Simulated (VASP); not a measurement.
# SrAl5 (F-43m) in VASP: a series of runs, part 2 of 2

VASP 6.6.1.

**5. Single point, PBE**

This run uses another cell than the first one, of 21.16 Å³/atom, 1.056 times its volume.

INCAR

```
SYSTEM = SrAl5
  PREC = Accurate
  ENCUT = 520
  EDIFF = 1E-6
  ISMEAR = 0
  SIGMA = 0.1
  LREAL = .False.
  LASPH = .True.
  NELM = 60
  ALGO = Normal
  ISIF = 2
  LWAVE = .False.
  LCHARG = .False.
  GGA = PE
  NBANDS = 22
```

KPOINTS

```
regular mesh
0
Gamma
  8 8 8
  0 0 0
```

POSCAR

```
SrAl5
1.0
    0.0000000000      3.9890550118      3.9890550118
    3.9890550118      0.0000000000      3.9890550118
    3.9890550118      3.9890550118      0.0000000000
Sr Al
1 5
Direct
    0.5000000000      0.5000000000      0.5000000000
    0.8756752736      0.3729741793      0.8756752736
    0.8756752736      0.8756752736      0.8756752736
    0.3729741793      0.8756752736      0.8756752736
    0.8756752736      0.8756752736      0.3729741793
    0.2500000000      0.2500000000      0.2500000000
```

Potentials or basis: VASP PAW PBE potentials, release 64 (Sr_sv, Al).

Command:

```sh
> cat potpaw_PBE.64/Sr_sv/POTCAR potpaw_PBE.64/Al/POTCAR > POTCAR
> mpirun -np 1 vasp_std > vasp.out
```

OUTCAR:

```text
SYSTEM = SrAl5
   PREC = Accurate
   ENCUT = 520
   EDIFF = 1E-6
   ISMEAR = 0
   LREAL = .False.
   LASPH = .True.
   NELM = 60
   ISIF = 2
   GGA = PE

 ion  position               nearest neighbor table
   1  0.500  0.500  0.500-   2 3.31   4 3.31   4 3.31   5 3.31   2 3.31   5 3.31   3 3.31   3 3.31
                             3 3.31   2 3.31   4 3.31   5 3.31   6 3.45   6 3.45   6 3.45   6 3.45
   2  0.876  0.373  0.876-   3 2.81   4 2.81   5 2.81   5 2.84   3 2.84   4 2.84   6 3.31   6 3.31
                             6 3.31   1 3.31   1 3.31   1 3.31
[... 816 lines left out ...]
  Total        0.0318489      0.0318489      0.0318489      0.0000000      0.0000000      0.0000000
  in kB        0.4019432      0.4019432      0.4019432      0.0000000      0.0000000      0.0000000
  external PRESSURE =       0.4019432 kB  Pullay stress =       0.0000000 kB

 VOLUME and BASIS-vectors are now :
 -----------------------------------------------------------------------------
  energy-cutoff  :      520.00
  volume of cell :      126.95
      direct lattice vectors                 reciprocal lattice vectors
     0.000000000  3.989055012  3.989055012    -0.125342969  0.125342969  0.125342969
     3.989055012  0.000000000  3.989055012     0.125342969 -0.125342969  0.125342969
     3.989055012  3.989055012  0.000000000     0.125342969  0.125342969 -0.125342969

 POSITION                                       TOTAL-FORCE (eV/Angst)
 -----------------------------------------------------------------------------------
      3.98906      3.98906      3.98906        -0.000000     -0.000000     -0.000000
      4.98093      6.98623      4.98093        -0.001213      0.001213     -0.001213
      6.98623      6.98623      6.98623         0.001213      0.001213      0.001213
      6.98623      4.98093      4.98093         0.001213     -0.001213     -0.001213
      4.98093      4.98093      6.98623        -0.001213     -0.001213      0.001213
      1.99453      1.99453      1.99453        -0.000000     -0.000000     -0.000000
 -----------------------------------------------------------------------------------
    total drift:                                0.000000      0.000000      0.000000

  FREE ENERGIE OF THE ION-ELECTRON SYSTEM (eV)
  ---------------------------------------------------
  free  energy   TOTEN  =       -20.2837922892 eV

  energy  without entropy=      -20.2629115879  energy(sigma->0) =      -20.27335194
```

It took 66 s on 1 thread of Intel Xeon Platinum 8488C (Sapphire Rapids), shared host; peak memory 0.29 GiB.

What came out:

| Quantity | Value |
| --- | --- |
| Free energy | -20.2838 eV |
| Pressure | 0.0 GPa |

Forces in eV/Å, atoms in the order of the input:
```
Sr   0.000  0.000  0.000
Al  -0.001  0.001 -0.001
Al   0.001  0.001  0.001
Al   0.001 -0.001 -0.001
Al  -0.001 -0.001  0.001
Al   0.000  0.000  0.000
```

**6. Relaxation of cell and atoms, PBE**

This run uses another cell than the first one, of 21.13 Å³/atom, 1.055 times its volume.

INCAR

```
ALGO = Normal
EDIFF = 1E-7
EDIFFG = -0.01
ENCUT = 600
GGA = PE
IBRION = 2
ISIF = 3
ISMEAR = 0
LASPH = T
LCHARG = F
LREAL = F
LWAVE = F
NELM = 80
NSW = 100
PREC = Accurate
SIGMA = 0.1
```

KPOINTS

```
k-points
0
Gamma
  8 8 8
```

POSCAR

```
SrAl5
1.0
    0.0000000000      3.9873454177      3.9873454177
    3.9873454177      0.0000000000      3.9873454177
    3.9873454177      3.9873454177      0.0000000000
Sr Al
1 5
Direct
    0.5000000000      0.5000000000      0.5000000000
    0.8763357322      0.3709928034      0.8763357322
    0.8763357322      0.8763357322      0.8763357322
    0.3709928034      0.8763357322      0.8763357322
    0.8763357322      0.8763357322      0.3709928034
    0.2500000000      0.2500000000      0.2500000000
```

Potentials or basis: VASP PAW PBE potentials, release 64 (Sr_sv, Al).

Command:

```sh
> cat potpaw_PBE.64/Sr_sv/POTCAR potpaw_PBE.64/Al/POTCAR > POTCAR
> mpirun -np 1 vasp_std > vasp.out
```

Wall time 9 min (1 thread of Oxide Virtual Turin-like, shared host); peak memory 0.34 GiB.

The run converged. Its results:

```
Free energy                            : -20.2839 eV
Relaxed volume                         : 21.18 Å³/atom
Relaxed cell                           : a = 5.643 Å, b = 5.643 Å, c = 5.643 Å, α = 60.00°, β = 60.00°, γ = 60.00°
Space group after relaxing (to 0.05 Å) : F-43m (No. 216)
Energy gained by relaxing              : 0.3 meV/atom
Ionic steps                            : 4
Pressure after relaxing                : 0.0 GPa
```

The path:
```tsv
step	energy change (eV)	largest force (eV/Å)	pressure (GPa)	volume (Å³)
1	0.0000	0.1072	0.13	126.79
2	-0.0017	0.0443	-0.01	127.11
3	-0.0019	0.0084	-0.10	127.29
4	-0.0020	0.0010	0.00	127.06
```

Final structure:
```cif
data_structure
_symmetry_space_group_name_H-M 'P 1'
_symmetry_Int_Tables_number 1
_cell_length_a 5.6429
_cell_length_b 5.6429
_cell_length_c 5.6429
_cell_angle_alpha 60.000
_cell_angle_beta 60.000
_cell_angle_gamma 60.000
_cell_volume 127.06
loop_
_atom_site_label
_atom_site_type_symbol
_atom_site_fract_x
_atom_site_fract_y
_atom_site_fract_z
_atom_site_occupancy
Sr1 Sr 0.50000 0.50000 0.50000 1
Al1 Al 0.87568 0.37295 0.87568 1
Al2 Al 0.87568 0.87568 0.87568 1
Al3 Al 0.37295 0.87568 0.87568 1
Al4 Al 0.87568 0.87568 0.37295 1
Al5 Al 0.25000 0.25000 0.25000 1
```

Levels at points of the mesh, in eV from the Fermi level:
| k point | band 8 | band 9 | band 10 | band 11 | band 12 | band 13 | band 14 | band 15 | band 16 |
| --- | --- | --- | --- | --- | --- | --- | --- | --- | --- |
| (0.00, 0.00, 0.00) | -2.91 | -2.91 | -2.59 | -2.09 | -2.09 | -2.09 | -0.94 | -0.94 | 1.61 |
| (0.50, 0.00, 0.00) | -3.58 | -3.58 | -1.87 | -1.87 | -1.43 | 0.48 | 0.48 | 1.32 | 2.40 |
| (0.50, 0.50, 0.00) | -4.14 | -4.14 | -2.83 | 0.75 | 1.04 | 1.04 | 1.09 | 1.53 | 1.77 |

**7. Summary**

```tsv
task	cell	k mesh	cutoff (eV)	gap on the mesh (eV)	pressure (GPa)	relaxed volume (Å³/atom)	largest force (eV/Å)
single point	a = 5.539 Å, angles 60.0°, 6 atoms	4 × 4 × 4	520	none	24.9	-	11.96
single point	a = 5.639 Å, angles 60.0°, 6 atoms	4 × 4 × 4	520	none	0.0	-	-
relaxation of cell and atoms	relaxed from a = 5.539 Å, angles 60.0°, 6 atoms	4 × 4 × 4	600	none	0.0	21.16	0.01
single point	a = 5.641 Å, angles 60.0°, 6 atoms	8 × 8 × 8	520	none	0.0	-	-
relaxation of cell and atoms	relaxed from a = 5.639 Å, angles 60.0°, 6 atoms	8 × 8 × 8	600	none	0.0	21.18	-
```

Alike in all rows: level PBE; potentials or basis VASP PAW PBE potentials, release 64 (Sr_sv, Al); no spin polarisation; smearing gaussian 0.1 eV.

Caveats: forces of over 1 eV/Å act on the atoms, so gaps and moduli don't describe the material at rest (some runs).

Total energies depend on the potentials used, so only differences within one code and one set of settings carry meaning.
